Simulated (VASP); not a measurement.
Set up this calculation in VASP 6.6.1, as the native input.

* Task: single point
* Functional: r2SCAN
* Potentials or basis: VASP PAW PBE potentials, release 64 (Ti_sv, Se)
* Cutoff: 520 eV
* k mesh: 11 × 11 × 5
* Occupations: fermi-dirac, width 0.1 eV
* Spin: no spin polarisation
* Dipole correction: no
* Further INCAR settings: ALGO = Normal; EDIFF = 1e-06; NBANDS = 26

The system is TiSe.

```
Ti Se
1.0
     3.50400    0.00000    0.00000
    -1.75200    3.03455    0.00000
     0.00000    0.00000    6.85526
Ti Se
2 2
Direct
  0.00000 0.00000 0.00000
  0.00000 0.00000 0.50000
  0.33333 0.66667 0.25000
  0.66667 0.33333 0.75000
```

The input as run:

POSCAR

```
TiSe
1.0
    3.5039971461     -0.0000000029      0.0000000000
   -1.7519985706      3.0345505448      0.0000000000
    0.0000000000      0.0000000000      6.8552563800
Ti Se
2 2
Direct
    0.0000000000      0.0000000000      0.0000000000
    0.0000000000      0.0000000000      0.5000000000
    0.3333333333      0.6666666667      0.2500000000
    0.6666666667      0.3333333333      0.7500000000
```

INCAR.step1

```
SYSTEM = TiSe
ALGO = Normal
EDIFF = 1E-4
ENCUT = 520
GGA = PE
ISMEAR = -1
LASPH = .TRUE.
LCHARG = .FALSE.
LREAL = .FALSE.
LWAVE = .TRUE.
NBANDS = 26
NELM = 100
PREC = Accurate
SIGMA = 0.1
```

INCAR.step2

```
SYSTEM = TiSe
ALGO = Normal
EDIFF = 1E-6
ENCUT = 520
ISIF = 2
ISMEAR = -1
ISTART = 1
LASPH = .TRUE.
LCHARG = .FALSE.
LMIXTAU = .TRUE.
LREAL = .FALSE.
LWAVE = .FALSE.
METAGGA = R2SCAN
NBANDS = 26
NELM = 100
PREC = Accurate
SIGMA = 0.1
```

KPOINTS

```
k-points
0
G
  11 11 5
  0 0 0
```

Potentials or basis: VASP PAW PBE potentials, release 64 (Ti_sv, Se).

Run with:

```bash
$ cat potpaw_PBE.64/Ti_sv/POTCAR potpaw_PBE.64/Se/POTCAR > POTCAR
$ cp INCAR.step1 INCAR
$ mpirun -np 1 vasp_std > vasp.out
$ cp INCAR.step2 INCAR
$ mpirun -np 1 vasp_std > vasp.out
```

It gave:

The pressure is -5.9 GPa and the band gap on the k mesh is zero (bands 18 and 19 overlap by 0.39 eV).

Caveat: the cell stands under tension; the PAW data sets were made with another functional, which shifts forces and pressure a little.

Wall time 6.6 min on 1 thread of Intel Xeon 8259CL, with other jobs on the host, peak memory 0.26 GiB.
